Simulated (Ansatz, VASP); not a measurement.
# Two plane-wave programs on Ge

```
CELL_PARAMETERS angstrom
0.00000 2.77770 2.77770
2.77770 0.00000 2.77770
2.77770 2.77770 0.00000
ATOMIC_POSITIONS crystal
Ge 0.00000 0.00000 0.00000
Ge 0.25000 0.25000 0.25000
```

Alike in both runs: task single point; functional PBE; k mesh 6 × 6 × 6; no spin polarisation.

```csv
,VASP,Ansatz
version,VASP 6.6.1,Ansatz 0.2.0
potentials or method,"VASP PAW PBE potentials, release 64 (Ge_d), cutoff 500 eV","plane waves, PAW"
occupations,"gaussian, width 0.01 eV",fixed
valence electrons in the cell,28,28
```

```csv
,VASP,Ansatz,Ansatz less VASP
pressure (GPa),8.1,8.3,+0.13
```
